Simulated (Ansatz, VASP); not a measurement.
# Two plane-wave programs on RbBr

Contents of INCAR:

```
SYSTEM = RbBr
PREC = Accurate ; ENCUT = 520
EDIFF = 1E-6 ; ISMEAR = 0
SIGMA = 0.02 ; LREAL = .False.
LASPH = .True. ; NELM = 80
ALGO = Normal ; ISIF = 2
LWAVE = .False. ; LCHARG = .False.
GGA = PE ; NBANDS = 15
```

File KPOINTS:

```
regular mesh
0
Gamma
  6 6 6
  0 0 0
```

The input POSCAR:

```
RbBr
1.0
    4.1512876323      0.0000000000      0.1650430920
    0.0000000000      4.3795422285      0.0000000000
    0.1650430920      0.0000000000      4.1214148327
Rb Br
1 1
Direct
    0.0000000000      0.0363541420      0.0000000000
    0.5000000000      0.4636458580      0.5000000000
```

Input for Ansatz:

```yaml
crystal:
  lattice:
    - [4.1512876323, 0.0, 0.165043092]
    - [0.0, 4.3795422285, 0.0]
    - [0.165043092, 0.0, 4.1214148327]
  atoms:
    - { symbol: Rb, position: [0.0, 0.036354142, 0.0] }
    - { symbol: Br, position: [0.5, 0.463645858, 0.5] }
basis:
  ecutwfc: 420
kpoints:
  mp_grid: { grid: [6, 6, 6] }
hamiltonian:
  xc: pbe
scf:
  occupations: { method: gaussian, width: 0.02 }
output:
  forces: true
  stress: true
  eigenvalues: true
  write_density: true
  write_potential: true
  elf: true
  volumetric_format: npy
```

Alike in both runs: task single point; functional PBE; k mesh 6 × 6 × 6; occupations gaussian, width 0.02 eV; no spin polarisation.

|  | VASP | Ansatz |
| --- | --- | --- |
| version | VASP 6.6.1 | Ansatz 0.2.0 |
| potentials or method | VASP PAW PBE potentials, release 64 (Rb_sv, Br), cutoff 520 eV | scalar-relativistic, plane waves, PAW |
| valence electrons in the cell | 16 | 16 |

|  | VASP | Ansatz | Ansatz less VASP |
| --- | --- | --- | --- |
| gap on the k mesh at the Fermi level (eV) | 3.82 | 3.83 | +0.001 |
| least direct gap on the mesh (eV) | 3.91 | 3.91 | +0.001 |
| pressure (GPa) | 0.4 | 0.4 | -0.03 |
| traceless stress, the component that is largest in VASP (GPa) | -1.06 | -1.06 | +0.002 |
| rms of the force components (eV/Å) | 0.114 | 0.112 | -0.0018 |

Atom by atom the forces differ by 0.002 eV/Å (rms over components). With one functional, cell and mesh, what is left measures potentials, basis and numerics.
